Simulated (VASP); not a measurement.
# N2 in VASP: further runs

N2 is run at these levels: PBE; tasks: single point, relaxation of the atoms.

Program: VASP 6.6.1. These are calculated values, not measurements. Logs are shortened: lines on timing, memory, paths and dates and some standing lists are left out, and cuts for length are marked.

**1. The cell of the first run**

The cell holds a molecule in a box, 2 atoms: a = 15.000 Å, b = 15.500 Å, c = 16.000 Å, α = 90.00°, β = 90.00°, γ = 90.00°.

**2. Single point, PBE**

INCAR

```
  ALGO = Normal
  EDIFF = 1E-6
  ENCUT = 520
  GGA = PE
  ISIF = 2
  ISMEAR = 0
  ISYM = 0
  LASPH = T
  LCHARG = F
  LREAL = F
  LWAVE = F
  NBANDS = 12
  NELM = 100
  PREC = Accurate
  SIGMA = 0.005
```

KPOINTS

```
k-points
0
Gamma
  1 1 1
```

POSCAR

```
N
1.0
   15.0000000000      0.0000000000      0.0000000000
    0.0000000000     15.5000000000      0.0000000000
    0.0000000000      0.0000000000     16.0000000000
N
2
Direct
    0.5018589504      0.4990148455      0.4656155998
    0.4981410496      0.5009851545      0.5343844002
```

Potentials or basis: VASP PAW PBE potentials, release 64 (N).

Started as:

```sh
cat potpaw_PBE.64/N/POTCAR > POTCAR
mpirun -np 1 vasp_gam > vasp.out
```

OUTCAR:

```text
EDIFF = 1E-6
   ENCUT = 520
   GGA = PE
   ISIF = 2
   ISMEAR = 0
   ISYM = 0
   LASPH = T
   LREAL = F
   NELM = 100
   PREC = Accurate

 ion  position               nearest neighbor table
   1  0.502  0.499  0.466-   2 1.10
   2  0.498  0.501  0.534-   1 1.10

IMPORTANT INFORMATION: All symmetrisations will be switched off!
NOSYMM: (Re-)initialisation of all symmetry stuff for point group C_1.

----------------------------------------------------------------------------------------

                                     Primitive cell

  volume of cell :    3720.0000

  direct lattice vectors                    reciprocal lattice vectors
    15.000000000  0.000000000  0.000000000     0.066666667  0.000000000  0.000000000
     0.000000000 15.500000000  0.000000000     0.000000000  0.064516129  0.000000000
     0.000000000  0.000000000 16.000000000     0.000000000  0.000000000  0.062500000

  length of vectors
    15.000000000 15.500000000 16.000000000     0.066666667  0.064516129  0.062500000

  position of ions in fractional coordinates (direct lattice)
     0.501858950  0.499014845  0.465615600
     0.498141050  0.500985155  0.534384400

  ion indices of the primitive-cell ions
   primitive index   ion index
                 1           1
                 2           2

----------------------------------------------------------------------------------------

 KPOINTS: k-points

Automatic generation of k-mesh.
 Grid dimensions read from file:
 generate k-points for:    1    1    1

 Generating k-lattice:

  Cartesian coordinates                     Fractional coordinates (reciprocal lattice)
     0.066666667  0.000000000  0.000000000     1.000000000  0.000000000  0.000000000
     0.000000000  0.064516129  0.000000000     0.000000000  1.000000000  0.000000000
     0.000000000  0.000000000  0.062500000     0.000000000  0.000000000  1.000000000

  Length of vectors
     0.066666667  0.064516129  0.062500000

  Shift w.r.t. Gamma in fractional coordinates (k-lattice)
     0.000000000  0.000000000  0.000000000

 Subroutine IBZKPT returns following result:
 ===========================================

 Found      1 irreducible k-points:

 Following reciprocal coordinates:
            Coordinates               Weight
  0.000000  0.000000  0.000000      1.000000
   k-points           NKPTS =      1   k-points in BZ     NKDIM =      1   number of bands    NBANDS=     12
   number of dos      NEDOS =    301   number of ions     NIONS =      2
   total plane-waves  NPLWV = ******
   dimension x,y,z NGX =   112 NGY =  120 NGZ =  120
   dimension x,y,z NGXF=   224 NGYF=  240 NGZF=  240
   ions per type =               2
   NGX,Y,Z   is equivalent  to a cutoff of  12.41, 12.87, 12.47 a.u.
   NGXF,Y,Z  is equivalent  to a cutoff of  24.83, 25.74, 24.94 a.u.
 SYSTEM =  unknown system
   PREC   = accura    normal or accurate (medium, high low for compatibility)
   ISTART =      0    job   : 0-new  1-cont  2-samecut
   ICHARG =      2    charge: 1-file 2-atom 10-const
   ISPIN  =      1    spin polarized calculation?
   LNONCOLLINEAR =      F non collinear calculations
   LSORBIT =      F    spin-orbit coupling
   LASPH  =      T    aspherical Exc in radial PAW
   ENCUT  =  520.0 eV  38.22 Ry    6.18 a.u.  27.89 28.82 29.75*2*pi/ulx,y,z
   NELM   =    100;   NELMIN=  2; NELMDL= -5     # of ELM steps
   EDIFF  = 0.1E-05   stopping-criterion for ELM
   LREAL  =      F    real-space projection
   EDIFFG = 0.1E-04   stopping-criterion for IOM
   NSW    =      0    number of steps for IOM
   IBRION =     -1    ionic relax: 0-MD 1-quasi-New 2-CG
   NFREE  =      0    steps in history (QN), initial steepest desc. (CG)
   ISIF   =      2    stress and relaxation
   ISYM   =      0    0-nonsym 1-usesym 2-fastsym
   POTIM  = 0.5000    time-step for ionic-motion
   TEBEG  =    0.0;   TEEND  =   0.0 temperature during run
   PSTRESS=    0.0 pullay stress
   NELECT =      10.0000    total number of electrons
   NUPDOWN=      -1.0000    fix difference up-down
   EMIN   =  10.00;   EMAX   =-10.00  energy-range for DOS
   EFERMI =   0.00;   METHOD = LEGACY
   ISMEAR =     0;   SIGMA  =   0.01  broadening in eV -4-tet -1-fermi 0-gaus
   EFERMI_NEDOS =   21; number of points for ismear=-14 and -15
   IALGO  =     38    algorithm
   IMIX   =      4    mixing-type and parameters
     AMIX     =   0.40;   BMIX     =  1.00
     AMIX_MAG =   1.60;   BMIX_MAG =  1.00
  volume/ion in A,a.u.               =    1860.00     12551.90
  Fermi-wavevector in a.u.,A,eV,Ry     =   0.227629  0.430156  0.704984  0.051815
  Thomas-Fermi vector in A             =   1.017343
   LORBIT       =      0    0 simple, 1 ext, 2 COOP (PROOUT), +10 PAW based schemes
   GGA     = PE    functional components
   LHFCALC =     F    Hartree Fock is set to
   AEXX    =    0.0000 exact exchange contribution
   IVDW    =     0    specifies the selected vdW correction
   LEPSILON=     F    determine dielectric tensor
   LRPA    =     F    only Hartree local field effects (RPA)
 non-spin polarized calculation
 Gauss-broadening in eV      SIGMA  =   0.01
  energy-cutoff  :      520.00
  volume of cell :     3720.00
 maximum number of plane-waves:     50071
 NGX is ok and might be reduce to   112
   NGX = 55   NGY = 57   NGZ = 59

 number of electron      10.0000000 magnetization

 Free energy of the ion-electron system (eV)
  ---------------------------------------------------
  ext. energy  EPLUGINS =         0.00000000
  ---------------------------------------------------
  free energy    TOTEN  =       -16.64243043 eV

  energy without entropy =      -16.64243043  energy(sigma->0) =      -16.64243043

 E-fermi : -10.1289     XC(G=0):  -0.1851

 val. band max:      -10.1832283894   @ k =   0.0000   0.0000   0.0000
 cond. band min:      -1.9840914307   @ k =   0.0000   0.0000   0.0000
 fundamental gap:      8.1991369587
 Fermi energy:       -10.1288791746

 k-point     1 :       0.0000    0.0000    0.0000
  band No.  band energies     occupation
      1     -28.3377      2.00000
      2     -13.4495      2.00000
      3     -11.6051      2.00000
      4     -11.6051      2.00000
      5     -10.1832      2.00000
      6      -1.9841      0.00000
      7      -1.9841      0.00000
      8      -0.1289      0.00000
      9       0.3740      0.00000
     10       0.4843      0.00000
     11       0.5069      0.00000
     12       0.5996      0.00000

------------------------ aborting loop because EDIFF is reached ----------------------------------------

  FORCE on cell =-STRESS in cart. coord.  units (eV):
  Direction    XX          YY          ZZ          XY          YZ          ZX
  --------------------------------------------------------------------------------------
  -------------------------------------------------------------------------------------
  Total       -0.0525700     -0.0560594      1.8275849     -0.0026551      0.0522916     -0.0955424
  in kB       -0.0226415     -0.0241444      0.7871277     -0.0011436      0.0225216     -0.0411494
  external PRESSURE =       0.2467806 kB  Pullay stress =       0.0000000 kB

 VOLUME and BASIS-vectors are now :
 -----------------------------------------------------------------------------
  energy-cutoff  :      520.00
  volume of cell :     3720.00
      direct lattice vectors                 reciprocal lattice vectors
    15.000000000  0.000000000  0.000000000     0.066666667  0.000000000  0.000000000
     0.000000000 15.500000000  0.000000000     0.000000000  0.064516129  0.000000000
     0.000000000  0.000000000 16.000000000     0.000000000  0.000000000  0.062500000

 POSITION                                       TOTAL-FORCE (eV/Angst)
 -----------------------------------------------------------------------------------
      7.52788      7.73473      7.44985         0.088133     -0.048283     -1.738951
      7.47212      7.76527      8.55015        -0.088133      0.048283      1.738951
 -----------------------------------------------------------------------------------
    total drift:                                0.000000     -0.000000     -0.000005

  FREE ENERGIE OF THE ION-ELECTRON SYSTEM (eV)
  ---------------------------------------------------
  free  energy   TOTEN  =       -16.6424304271 eV

  energy  without entropy=      -16.6424304271  energy(sigma->0) =      -16.64243043
```

Wall time 5.4 min (1 thread of Oxide Virtual Turin-like, shared host); peak memory 2 GiB.

What came out:

```
Free energy                     : -16.6424 eV
Largest force                   : 1.742 eV/Å
Gap between the frontier levels : 8.20 eV
```

Forces on the atoms (eV/Å):
```
N    0.088 -0.048 -1.739
N   -0.088  0.048  1.739
```

Levels at points of the mesh, in eV from the valence-band top:
| k point | band 2 | band 3 | band 4 | band 5 | band 6 | band 7 | band 8 | band 9 |
| --- | --- | --- | --- | --- | --- | --- | --- | --- |
| (0.00, 0.00, 0.00) | -3.27 | -1.42 | -1.42 | 0.00 | 8.20 | 8.20 | 10.05 | 10.56 |

Caveat: the standard files for N, O and F lose accuracy on very short bonds.

**3. Relaxation of the atoms, PBE**

INCAR

```
PREC     = Accurate       # precision mode
ENCUT    = 520            # plane-wave cutoff, eV
EDIFF    = 1E-6           # SCF threshold, eV
ISMEAR   = 0              # smearing method
SIGMA    = 0.005          # smearing width, eV
LREAL    = F              # projectors in reciprocal space
LASPH    = T              # aspherical terms in the spheres
NELM     = 60             # most SCF steps
ALGO     = Normal         # electronic algorithm
ISIF     = 2              # what is computed and relaxed
LWAVE    = F              # write WAVECAR
LCHARG   = F              # write CHGCAR
GGA      = PE             # functional
IBRION   = 2              # ionic algorithm
NSW      = 100            # ionic steps
EDIFFG   = -0.01          # ionic threshold
ISYM     = 0
```

KPOINTS

```
regular mesh
0
Gamma
  1 1 1
```

POSCAR

```
N
1.0
   15.0000000000      0.0000000000      0.0000000000
    0.0000000000     15.5000000000      0.0000000000
    0.0000000000      0.0000000000     16.0000000000
N
2
Direct
    0.5017982093      0.4990469909      0.4667333543
    0.4982017907      0.5009530091      0.5332666457
```

Potentials or basis: VASP PAW PBE potentials, release 64 (N).

Started as:

```sh
cat potpaw_PBE.64/N/POTCAR > POTCAR
mpirun -np 1 vasp_gam > vasp.out
```

OUTCAR:

```text
PREC = Accurate
   ENCUT = 520
   EDIFF = 1E-6
   ISMEAR = 0
   LREAL = F
   LASPH = T
   NELM = 60
   ISIF = 2
   GGA = PE
   IBRION = 2
   NSW = 100
   EDIFFG = -0.01
   ISYM = 0

 ion  position               nearest neighbor table
   1  0.502  0.499  0.467-   2 1.07
   2  0.498  0.501  0.533-   1 1.07

IMPORTANT INFORMATION: All symmetrisations will be switched off!
NOSYMM: (Re-)initialisation of all symmetry stuff for point group C_1.

----------------------------------------------------------------------------------------

                                     Primitive cell

  volume of cell :    3720.0000

  direct lattice vectors                    reciprocal lattice vectors
    15.000000000  0.000000000  0.000000000     0.066666667  0.000000000  0.000000000
     0.000000000 15.500000000  0.000000000     0.000000000  0.064516129  0.000000000
     0.000000000  0.000000000 16.000000000     0.000000000  0.000000000  0.062500000

  length of vectors
    15.000000000 15.500000000 16.000000000     0.066666667  0.064516129  0.062500000

  position of ions in fractional coordinates (direct lattice)
     0.501798209  0.499046991  0.466733354
     0.498201791  0.500953009  0.533266646

  ion indices of the primitive-cell ions
   primitive index   ion index
                 1           1
                 2           2
[... 107 lines left out ...]
  -------------------------------------------------------------------------------------
  Total       -0.0565433     -0.0729055      8.8899592     -0.0125683      0.2488792     -0.4544838
  in kB       -0.0243528     -0.0313999      3.8288417     -0.0054131      0.1071905     -0.1957429
  external PRESSURE =       1.2576963 kB  Pullay stress =       0.0000000 kB
[... 59 lines left out ...]
--------------------------------------- Ionic step        3  -------------------------------------------

 number of electron      10.0000000 magnetization

 E-fermi :  -9.5228     XC(G=0):  -0.1958

 val. band max:       -9.5470459312   @ k =   0.0000   0.0000   0.0000
 cond. band min:      -4.8493533717   @ k =   0.0000   0.0000   0.0000
 fundamental gap:      4.6976925595
 Fermi energy:        -9.5228081427

 k-point     1 :       0.0000    0.0000    0.0000
  band No.  band energies     occupation
      1     -23.7346      2.00000
      2     -15.6222      2.00000
      3      -9.9014      2.00000
      4      -9.5470      2.00000
      5      -9.5470      2.00000
      6      -4.8494      0.00000
      7      -4.8493      0.00000
      8      -0.1784      0.00000
      9       0.3600      0.00000
[... 141 lines left out ...]
--------------------------------------- Ionic step        7  -------------------------------------------

 number of electron      10.0000002 magnetization

 Free energy of the ion-electron system (eV)
  ---------------------------------------------------
  ext. energy  EPLUGINS =         0.00000000
  ---------------------------------------------------
  free energy    TOTEN  =       -16.65191461 eV

  energy without entropy =      -16.65191461  energy(sigma->0) =      -16.65191461

 E-fermi : -10.0996     XC(G=0):  -0.1964

 val. band max:      -10.1770230324   @ k =   0.0000   0.0000   0.0000
 cond. band min:      -2.1112570291   @ k =   0.0000   0.0000   0.0000
 fundamental gap:      8.0657660033
 Fermi energy:       -10.0995925627

 k-point     1 :       0.0000    0.0000    0.0000
  band No.  band energies     occupation
      1     -28.1640      2.00000
      2     -13.5288      2.00000
      3     -11.5148      2.00000
      4     -11.5147      2.00000
      5     -10.1770      2.00000
      6      -2.1113      0.00000
      7      -2.1113      0.00000
      8      -0.1458      0.00000
      9       0.3775      0.00000
[... 27 lines left out ...]
  FREE ENERGIE OF THE ION-ELECTRON SYSTEM (eV)
  ---------------------------------------------------
  free  energy   TOTEN  =       -16.6519146119 eV

  energy  without entropy=      -16.6519146119  energy(sigma->0) =      -16.65191461

 reached required accuracy - stopping structural energy minimisation
```

Run time: 28 min. Hardware: 1 thread of Oxide Virtual Turin-like, shared host; peak memory 2 GiB.

Results:

```
Free energy                     : -16.6519 eV
Energy gained by relaxing       : 93.7 meV/atom
Ionic steps                     : 7
Largest force after relaxing    : 0.008 eV/Å
Gap between the frontier levels : 8.07 eV
```

Forces on the atoms (eV/Å):
```
N    0.000  0.000 -0.008
N    0.000  0.000  0.008
```

Step by step:
```
step  energy change (eV)  largest force (eV/Å)  pressure (GPa)
   1              0.0000                8.4859            0.13
   2              9.3472               10.1252           -0.27
   3              3.5616               15.2423           -0.32
   4              0.2678                9.3800           -0.16
   5             -0.1676                2.3439           -0.04
   6             -0.1868                0.4205           -0.01
   7             -0.1874                0.0081            0.00
```

Final structure:
```
CELL_PARAMETERS angstrom
15.00000 0.00000 0.00000
0.00000 15.50000 0.00000
0.00000 0.00000 16.00000
ATOMIC_POSITIONS crystal
N 0.50188 0.49901 0.46527
N 0.49812 0.50099 0.53473
```

Caveat: the standard files for N, O and F lose accuracy on very short bonds.
